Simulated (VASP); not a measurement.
# AlV2C (P6_3/mmc) in VASP: settings compared

AlV2C is run at these levels: PBEsol, LDA; tasks: single point.

All numbers are computed with VASP 6.6.1; they aren't measurements. Logs are shortened: lines on timing, memory, paths and dates and some standing lists are left out, and cuts for length are marked.

## 1. The cell of the first run

The structure is hexagonal, space group P6_3/mmc (No. 194). Conventional cell: a = 2.888 Å, b = 2.888 Å, c = 13.105 Å, α = 90.00°, β = 90.00°, γ = 120.00°. V (site symmetry 3m) has 3 C at 2.02 Å within 2.7 Å. Within 3.6 Å of Al (site symmetry -6m2) lie 6 V at 2.72 Å and 6 Al at 2.89 Å. Within 2.7 Å of C (site symmetry -3m) lie 6 V at 2.02 Å.

## 2. Single point, PBEsol, collinear spin, ferromagnetic start

Contents of INCAR:

```
PREC = Accurate ; ENCUT = 520
EDIFF = 1E-6 ; ISMEAR = -1
SIGMA = 0.05 ; LREAL = False
LASPH = True ; NELM = 150
ALGO = Normal ; ISIF = 2
LWAVE = False ; LCHARG = True
ISPIN = 2 ; MAGMOM = 3.5 3.5 3.5 3.5 0 0 0 0
LORBIT = 11 ; LMAXMIX = 4
GGA = PS ; LELF = True
LVHAR = True ; NBANDS = 47
```

Contents of KPOINTS:

```
regular mesh
0
Gamma
  11 11 2
```

Contents of POSCAR:

```
AlV2C
1.0
    2.8875990726      0.0000000000      0.0000000000
   -1.4437995363      2.5007341528      0.0000000000
    0.0000000000      0.0000000000     13.1048231100
V Al C
4 2 2
Direct
    0.3333333333      0.6666666667      0.9136157800
    0.6666666667      0.3333333333      0.0863842200
    0.6666666667      0.3333333333      0.4136157800
    0.3333333333      0.6666666667      0.5863842200
    0.6666666667      0.3333333333      0.7500000000
    0.3333333333      0.6666666667      0.2500000000
    0.0000000000      0.0000000000      0.5000000000
    0.0000000000      0.0000000000      0.0000000000
```

Potentials or basis: VASP PAW PBE potentials, release 64 (V_sv, Al, C).

Command:

```bash
$ cat potpaw_PBE.64/V_sv/POTCAR potpaw_PBE.64/Al/POTCAR potpaw_PBE.64/C/POTCAR > POTCAR
$ mpirun -np 1 vasp_std > vasp.out
```

OUTCAR:

```text
PREC = Accurate
   ENCUT = 520
   EDIFF = 1E-6
   ISMEAR = -1
   LREAL = False
   LASPH = True
   NELM = 150
   ISIF = 2
   ISPIN = 2
   LORBIT = 11
   GGA = PS

 ion  position               nearest neighbor table
   1  0.333  0.667  0.914-   8 2.02   8 2.02   8 2.02   5 2.72   5 2.72   5 2.72   2 2.81   2 2.81
                             2 2.81
   2  0.667  0.333  0.086-   8 2.02   8 2.02   8 2.02   6 2.72   6 2.72   6 2.72   1 2.81   1 2.81
                             1 2.81
   3  0.667  0.333  0.414-   7 2.02   7 2.02   7 2.02   6 2.72   6 2.72   6 2.72   4 2.81   4 2.81
                             4 2.81
   4  0.333  0.667  0.586-   7 2.02   7 2.02   7 2.02   5 2.72   5 2.72   5 2.72   3 2.81   3 2.81
                             3 2.81
   5  0.667  0.333  0.750-   1 2.72   4 2.72   1 2.72   4 2.72   1 2.72   4 2.72
   6  0.333  0.667  0.250-   2 2.72   3 2.72   2 2.72   3 2.72   2 2.72   3 2.72
   7  0.000  0.000  0.500-   3 2.02   4 2.02   4 2.02   3 2.02   3 2.02   4 2.02
   8  0.000  0.000  0.000-   1 2.02   2 2.02   1 2.02   2 2.02   2 2.02   1 2.02

  LATTYP: Found a hexagonal cell.
 ALAT       =     2.8875990726
 C/A-ratio  =     4.5383111646

  Lattice vectors:

 A1 = (   2.8875990726,   0.0000000000,   0.0000000000)
 A2 = (  -1.4437995363,   2.5007341528,   0.0000000000)
 A3 = (   0.0000000000,   0.0000000000,  13.1048231100)

Analysis of symmetry for initial positions (statically):
=====================================================================
 Subroutine PRICEL returns:
 Original cell was already a primitive cell.

 Routine SETGRP: Setting up the symmetry group for a
 hexagonal supercell.

 Subroutine GETGRP returns: Found 24 space group operations
 (whereof 12 operations were pure point group operations)
 out of a pool of 24 trial point group operations.

The static configuration has the point symmetry D_3d.
 The point group associated with its full space group is D_6h.

Analysis of symmetry for dynamics (positions and initial velocities):
=====================================================================
 Subroutine PRICEL returns:
 Original cell was already a primitive cell.

 Routine SETGRP: Setting up the symmetry group for a
 hexagonal supercell.

 Subroutine GETGRP returns: Found 24 space group operations
 (whereof 12 operations were pure point group operations)
 out of a pool of 24 trial point group operations.

The dynamic configuration has the point symmetry D_3d.
 The point group associated with its full space group is D_6h.

Analysis of structural, dynamic, and magnetic symmetry:
=====================================================================
 Subroutine PRICEL returns:
 Original cell was already a primitive cell.

 Routine SETGRP: Setting up the symmetry group for a
 hexagonal supercell.

 Subroutine GETGRP returns: Found 24 space group operations
 (whereof 12 operations were pure point group operations)
 out of a pool of 24 trial point group operations.

The overall configuration has the point symmetry D_3d.
 The point group associated with its full space group is D_6h.

 Subroutine INISYM returns: Found 24 space group operations
 (whereof 12 operations are pure point group operations),
 and found     1 'primitive' translations

----------------------------------------------------------------------------------------

                                     Primitive cell

  volume of cell :      94.6315

  direct lattice vectors                    reciprocal lattice vectors
     2.887599073  0.000000000  0.000000000     0.346308464  0.199941285  0.000000000
    -1.443799536  2.500734153  0.000000000     0.000000000  0.399882570  0.000000000
     0.000000000  0.000000000 13.104823110     0.000000000  0.000000000  0.076307783

  length of vectors
     2.887599073  2.887599073 13.104823110     0.399882570  0.399882570  0.076307783

  position of ions in fractional coordinates (direct lattice)
     0.333333333  0.666666667  0.913615780
     0.666666667  0.333333333  0.086384220
     0.666666667  0.333333333  0.413615780
[... 43 lines left out ...]
  ext. energy  EPLUGINS =         0.00000000
  ---------------------------------------------------
  free energy    TOTEN  =       -70.57751031 eV

  energy without entropy =      -70.54547853  energy(sigma->0) =      -70.56149442

 E-fermi :   9.5142     XC(G=0): -12.3482

 val. band max:        9.5078120181   @ k =   0.0909   0.0909   0.5000
 cond. band min:       9.5461588332   @ k =   0.3636   0.1818   0.0000
 fundamental gap:      0.0383468150
 Fermi energy:         9.5141584817

 spin component 1

 k-point     1 :       0.0000    0.0000    0.0000
  band No.  band energies     occupation
      1     -54.6134      1.00000
      2     -54.6133      1.00000
      3     -54.5551      1.00000
      4     -54.5551      1.00000
      5     -28.7749      1.00000
      6     -28.7725      1.00000
[... 1141 lines left out ...]
     44      13.5143      0.00000
     45      14.2996      0.00000

 [... further k-points ...]

 spin component 2

 k-point     1 :       0.0000    0.0000    0.0000
  band No.  band energies     occupation
      1     -54.6136      1.00000
      2     -54.6135      1.00000
      3     -54.5553      1.00000
      4     -54.5553      1.00000
      5     -28.7751      1.00000
      6     -28.7727      1.00000
[... 1141 lines left out ...]
     44      13.5142      0.00000
     45      14.2996      0.00000

 [... further k-points ...]

 [bands above 45 left out]

------------------------ aborting loop because EDIFF is reached ----------------------------------------

  FORCE on cell =-STRESS in cart. coord.  units (eV):
  Direction    XX          YY          ZZ          XY          YZ          ZX
  --------------------------------------------------------------------------------------
  -------------------------------------------------------------------------------------
  Total       -1.8969683     -1.8969683     -2.4004904      0.0000000      0.0000000      0.0000000
  in kB      -32.1170083    -32.1170083    -40.6419907      0.0000000      0.0000000      0.0000000
  external PRESSURE =     -34.9586691 kB  Pullay stress =       0.0000000 kB

 VOLUME and BASIS-vectors are now :
 -----------------------------------------------------------------------------
  energy-cutoff  :      520.00
  volume of cell :       94.63
      direct lattice vectors                 reciprocal lattice vectors
     2.887599073  0.000000000  0.000000000     0.346308464  0.199941285  0.000000000
    -1.443799536  2.500734153  0.000000000     0.000000000  0.399882570  0.000000000
     0.000000000  0.000000000 13.104823110     0.000000000  0.000000000  0.076307783

 POSITION                                       TOTAL-FORCE (eV/Angst)
 -----------------------------------------------------------------------------------
     -0.00000      1.66716     11.97277        -0.000000      0.000000      0.445258
      1.44380      0.83358      1.13205         0.000000     -0.000000     -0.445258
      1.44380      0.83358      5.42036        -0.000000     -0.000000      0.445258
     -0.00000      1.66716      7.68446        -0.000000      0.000000     -0.445258
      1.44380      0.83358      9.82862         0.000000      0.000000      0.000000
     -0.00000      1.66716      3.27621        -0.000000     -0.000000      0.000000
      0.00000      0.00000      6.55241         0.000000      0.000000      0.000000
      0.00000      0.00000      0.00000         0.000000      0.000000      0.000000
 -----------------------------------------------------------------------------------
    total drift:                               -0.000000      0.000000     -0.000000

  FREE ENERGIE OF THE ION-ELECTRON SYSTEM (eV)
  ---------------------------------------------------
  free  energy   TOTEN  =       -70.5775103066 eV

  energy  without entropy=      -70.5454785342  energy(sigma->0) =      -70.56149442

 total charge

# of ion       s       p       d       tot
------------------------------------------
    1        2.275   6.290   3.169  11.734
    2        2.275   6.290   3.169  11.734
    3        2.275   6.290   3.169  11.734
    4        2.275   6.290   3.169  11.734
    5        0.422   0.396   0.000   0.817
    6        0.422   0.396   0.000   0.817
    7        0.899   1.562   0.000   2.461
    8        0.899   1.562   0.000   2.461
--------------------------------------------------
tot         11.741  29.078  12.676  53.495

 magnetization (x)

# of ion       s       p       d       tot
------------------------------------------
    1       -0.000   0.000  -0.000  -0.000
    2       -0.000   0.000  -0.000  -0.000
    3       -0.000   0.000  -0.000  -0.000
    4       -0.000   0.000  -0.000  -0.000
    5        0.000   0.000   0.000   0.000
    6        0.000   0.000   0.000   0.000
    7       -0.000   0.000   0.000   0.000
    8       -0.000   0.000   0.000   0.000
--------------------------------------------------
tot          0.000   0.000  -0.000  -0.000
```

Run time: 2.8 min. Hardware: 1 thread of Intel Xeon 6975P-C (Granite Rapids), shared host; peak memory 0.39 GiB.

Results:

* Free energy: -70.5775 eV
* Pressure: -3.5 GPa
* Largest force: 0.445 eV/Å
* Band gap on the k mesh: zero (filled and empty bands overlap)
* Net moment: 0.00 μB per cell
* Valence electrons inside the program's atomic spheres: V 11.73; Al 0.82; C 2.46

Forces in eV/Å, atoms in the order of the input:
```
V    0.000  0.000  0.445
V    0.000  0.000 -0.445
V    0.000  0.000  0.445
V    0.000  0.000 -0.445
Al   0.000  0.000  0.000
Al   0.000  0.000  0.000
C    0.000  0.000  0.000
C    0.000  0.000  0.000
```

Levels at points of the mesh, in eV from the Fermi level:
Spin up:
| k point | band 31 | band 32 | band 33 | band 34 | band 35 | band 36 |
| --- | --- | --- | --- | --- | --- | --- |
| (0.00, 0.00, 0.00) | -0.26 | -0.26 | -0.24 | -0.24 | 0.59 | 0.59 |
| (0.00, 0.00, 0.50) | -0.25 | -0.25 | -0.25 | -0.25 | 0.61 | 0.61 |
Spin down:
| k point | band 31 | band 32 | band 33 | band 34 | band 35 | band 36 |
| --- | --- | --- | --- | --- | --- | --- |
| (0.00, 0.00, 0.00) | -0.26 | -0.26 | -0.25 | -0.25 | 0.59 | 0.59 |
| (0.00, 0.00, 0.50) | -0.25 | -0.25 | -0.25 | -0.25 | 0.61 | 0.61 |

Caveat: the PAW data sets were made with another functional, which shifts forces and pressure a little.

## 3. Single point, LDA, collinear spin, ferromagnetic start

This run uses another cell than the first one, of 11.39 Å³/atom, 0.963 times its volume.

Contents of INCAR:

```
PREC = Accurate
ENCUT = 520
EDIFF = 1E-7
ISMEAR = -1
SIGMA = 0.05
LREAL = F
LASPH = T
NELM = 150
ALGO = Normal
ISIF = 2
LWAVE = F
LCHARG = T
ISPIN = 2
MAGMOM = 2 2 2 2 0 0 0 0
LORBIT = 11
LMAXMIX = 4
LELF = T
LVHAR = T
NBANDS = 47
```

Contents of KPOINTS:

```
Automatic mesh
0
Gamma
  11 11 2
```

Contents of POSCAR:

```
AlV2C
1.0
    2.8558759153      0.0000000000      0.0000000000
   -1.4279379576      2.4732610927      0.0000000000
    0.0000000000      0.0000000000     12.9003203012
V Al C
4 2 2
Direct
    0.3333333333      0.6666666667      0.9143820175
    0.6666666667      0.3333333333      0.0856179825
    0.6666666667      0.3333333333      0.4143820175
    0.3333333333      0.6666666667      0.5856179825
    0.6666666667      0.3333333333      0.7500000000
    0.3333333333      0.6666666667      0.2500000000
    0.0000000000      0.0000000000      0.5000000000
    0.0000000000      0.0000000000      0.0000000000
```

Potentials or basis: VASP PAW LDA potentials, release 64 (V_sv, Al, C).

Command:

```bash
$ cat potpaw_LDA.64/V_sv/POTCAR potpaw_LDA.64/Al/POTCAR potpaw_LDA.64/C/POTCAR > POTCAR
$ mpirun -np 1 vasp_std > vasp.out
```

Wall time 5.2 min (1 thread of Intel Xeon Platinum 8375C at 2.90GHz (Ice Lake), shared host); peak memory 0.33 GiB.

Results (log left out):

* Free energy: -73.0473 eV
* Pressure: 0.7 GPa
* Largest force: 0.069 eV/Å
* Band gap on the k mesh: zero (filled and empty bands overlap)
* Net moment: 0.00 μB per cell
* Valence electrons inside the program's atomic spheres: V 11.84; Al 0.85; C 2.51

Forces on the atoms (eV/Å):
```
V    0.000  0.000 -0.069
V    0.000  0.000  0.069
V    0.000  0.000 -0.069
V    0.000  0.000  0.069
Al   0.000  0.000  0.000
Al   0.000  0.000  0.000
C    0.000  0.000  0.000
C    0.000  0.000  0.000
```

Levels at points of the mesh, in eV from the Fermi level:
Spin up:
| k point | band 30 | band 31 | band 32 | band 33 | band 34 | band 35 | band 36 | band 37 |
| --- | --- | --- | --- | --- | --- | --- | --- | --- |
| (0.00, 0.00, 0.00) | -0.65 | -0.30 | -0.30 | -0.28 | -0.28 | 0.63 | 0.63 | 0.67 |
| (0.00, 0.00, 0.50) | -0.77 | -0.29 | -0.29 | -0.29 | -0.29 | 0.65 | 0.65 | 0.65 |
Spin down:
| k point | band 30 | band 31 | band 32 | band 33 | band 34 | band 35 | band 36 | band 37 |
| --- | --- | --- | --- | --- | --- | --- | --- | --- |
| (0.00, 0.00, 0.00) | -0.65 | -0.30 | -0.30 | -0.28 | -0.28 | 0.63 | 0.63 | 0.67 |
| (0.00, 0.00, 0.50) | -0.77 | -0.29 | -0.29 | -0.29 | -0.29 | 0.65 | 0.65 | 0.65 |

## 4. Single point, PBEsol, collinear spin, ferromagnetic start

This run uses another cell than the first one, of 11.36 Å³/atom, 0.960 times its volume.

Contents of INCAR:

```
SYSTEM = AlV2C
  ALGO = Normal
  EDIFF = 1E-6
  ENCUT = 520
  GGA = PS
  ISIF = 2
  ISMEAR = -1
  ISPIN = 2
  LASPH = .TRUE.
  LCHARG = .TRUE.
  LELF = .TRUE.
  LMAXMIX = 4
  LORBIT = 11
  LREAL = .FALSE.
  LVHAR = .TRUE.
  LWAVE = .FALSE.
  MAGMOM = 2 2 2 2 0 0 0 0
  NBANDS = 47
  NELM = 150
  PREC = Accurate
  SIGMA = 0.05
```

Contents of KPOINTS:

```
k-points
0
G
  9 9 2
  0 0 0
```

Contents of POSCAR:

```
AlV2C
1.0
    2.8875990726      0.0000000000      0.0000000000
   -1.4437995363      2.5007341528      0.0000000000
    0.0000000000      0.0000000000     12.5806301856
V Al C
4 2 2
Direct
    0.3333333333      0.6666666667      0.9136157800
    0.6666666667      0.3333333333      0.0863842200
    0.6666666667      0.3333333333      0.4136157800
    0.3333333333      0.6666666667      0.5863842200
    0.6666666667      0.3333333333      0.7500000000
    0.3333333333      0.6666666667      0.2500000000
    0.0000000000      0.0000000000      0.5000000000
    0.0000000000      0.0000000000      0.0000000000
```

Potentials or basis: VASP PAW PBE potentials, release 64 (V_sv, Al, C).

Command:

```bash
$ cat potpaw_PBE.64/V_sv/POTCAR potpaw_PBE.64/Al/POTCAR potpaw_PBE.64/C/POTCAR > POTCAR
$ mpirun -np 1 vasp_std > vasp.out
```

Wall time 2.2 min (1 thread of AMD EPYC 9R45 (Zen 5), shared host); peak memory 0.32 GiB.

It converged, with:

* Free energy: -70.4950 eV
* Pressure: 6.0 GPa
* Largest force: 0.090 eV/Å
* Band gap on the k mesh: zero (filled and empty bands overlap)
* Net moment: 0.00 μB per cell
* Valence electrons inside the program's atomic spheres: V 11.83; Al 0.85; C 2.49

Forces on the atoms (eV/Å):
```
V    0.000  0.000  0.090
V    0.000  0.000 -0.090
V    0.000  0.000  0.090
V    0.000  0.000 -0.090
Al   0.000  0.000  0.000
Al   0.000  0.000  0.000
C    0.000  0.000  0.000
C    0.000  0.000  0.000
```

Stress tensor (GPa, compression positive):
```
 3.08  0.00  0.00
 0.00  3.08  0.00
 0.00  0.00 11.73
```

Levels at points of the mesh, in eV from the Fermi level:
Spin up:
```csv
k point,band 31,band 32,band 33,band 34,band 35,band 36
"(0.00, 0.00, 0.00)",-0.34,-0.34,-0.32,-0.32,0.57,0.57
"(0.00, 0.00, 0.50)",-0.33,-0.33,-0.33,-0.33,0.60,0.60
```
Spin down:
```csv
k point,band 30,band 31,band 32,band 33,band 34,band 35,band 36,band 37
"(0.00, 0.00, 0.00)",-0.45,-0.34,-0.34,-0.32,-0.32,0.57,0.57,0.63
"(0.00, 0.00, 0.50)",-0.59,-0.33,-0.33,-0.33,-0.33,0.60,0.60,0.60
```

Caveat: the PAW data sets were made with another functional, which shifts forces and pressure a little.

## 5. Single point, PBEsol, collinear spin, ferromagnetic start

This run uses another cell than the first one, of 11.59 Å³/atom, 0.980 times its volume.

Contents of INCAR:

```
PREC = Accurate
ENCUT = 520
EDIFF = 1E-6
ISMEAR = -1
SIGMA = 0.05
LREAL = False
LASPH = True
NELM = 150
ALGO = Normal
ISIF = 2
LWAVE = False
LCHARG = True
ISPIN = 2
MAGMOM = 2 2 2 2 0 0 0 0
LORBIT = 11
LMAXMIX = 4
GGA = PS
LELF = True
LVHAR = True
NBANDS = 47
```

Contents of KPOINTS:

```
Automatic mesh
0
Gamma
  9 9 2
```

POSCAR: that of step 4 with these lines changed.

```diff
@@ -4,3 +4,3 @@
    -1.4437995363      2.5007341528      0.0000000000
-    0.0000000000      0.0000000000     12.5806301856
+    0.0000000000      0.0000000000     12.8427266478
 V Al C
```

Command:

```bash
$ cat potpaw_PBE.64/V_sv/POTCAR potpaw_PBE.64/Al/POTCAR potpaw_PBE.64/C/POTCAR > POTCAR
$ mpirun -np 1 vasp_std > vasp.out
```

Run time: 2.3 min. Hardware: 1 thread of AMD EPYC 9R45 (Zen 5), shared host; peak memory 0.33 GiB.

Results (log left out):

* Free energy: -70.5843 eV
* Pressure: 1.0 GPa
* Largest force: 0.349 eV/Å
* Band gap on the k mesh: zero (filled and empty bands overlap)
* Net moment: 0.00 μB per cell
* Valence electrons inside the program's atomic spheres: V 11.78; Al 0.83; C 2.48

Forces in eV/Å, atoms in the order of the input:
```
V    0.000  0.000  0.349
V    0.000  0.000 -0.349
V    0.000  0.000  0.349
V    0.000  0.000 -0.349
Al   0.000  0.000  0.000
Al   0.000  0.000  0.000
C    0.000  0.000  0.000
C    0.000  0.000  0.000
```

Stress tensor (GPa, compression positive):
```
-0.23  0.00  0.00
 0.00 -0.23  0.00
 0.00  0.00  3.40
```

Levels at points of the mesh, in eV from the Fermi level:
Spin up:
| k point | band 31 | band 32 | band 33 | band 34 | band 35 | band 36 |
| --- | --- | --- | --- | --- | --- | --- |
| (0.00, 0.00, 0.00) | -0.29 | -0.29 | -0.27 | -0.27 | 0.58 | 0.58 |
| (0.00, 0.00, 0.50) | -0.28 | -0.28 | -0.28 | -0.28 | 0.61 | 0.61 |
Spin down:
```csv
k point,band 31,band 32,band 33,band 34,band 35,band 36
"(0.00, 0.00, 0.00)",-0.29,-0.29,-0.27,-0.27,0.58,0.58
"(0.00, 0.00, 0.50)",-0.28,-0.28,-0.28,-0.28,0.61,0.61
```

Caveat: the PAW data sets were made with another functional, which shifts forces and pressure a little.

## 6. Summary

```csv
level,potentials or basis,cell,k mesh,gap on the mesh (eV),pressure (GPa),moment (μB),largest force (eV/Å)
PBEsol,"VASP PAW PBE potentials, release 64 (V_sv, Al, C)","a = 2.888, b = 2.888, c = 13.105 Å, angles 90.0, 90.0, 120.0°, 8 atoms",11 × 11 × 2,none,-3.5,0.00,0.45
LDA,"VASP PAW LDA potentials, release 64 (V_sv, Al, C)","a = 2.856, b = 2.856, c = 12.900 Å, angles 90.0, 90.0, 120.0°, 8 atoms",11 × 11 × 2,none,0.7,0.00,0.07
PBEsol,"VASP PAW PBE potentials, release 64 (V_sv, Al, C)","a = 2.888, b = 2.888, c = 12.581 Å, angles 90.0, 90.0, 120.0°, 8 atoms",9 × 9 × 2,none,6.0,0.00,0.09
PBEsol,"VASP PAW PBE potentials, release 64 (V_sv, Al, C)","a = 2.888, b = 2.888, c = 12.843 Å, angles 90.0, 90.0, 120.0°, 8 atoms",9 × 9 × 2,none,1.0,0.00,0.35
```

Alike in all rows: task single point; spin collinear, ferromagnetic start; cutoff (eV) 520; smearing fermi-dirac 0.05 eV.

Caveats: the PAW data sets were made with another functional, which shifts forces and pressure a little (some runs).

Absolute energies hang on the potentials; compare differences alone.
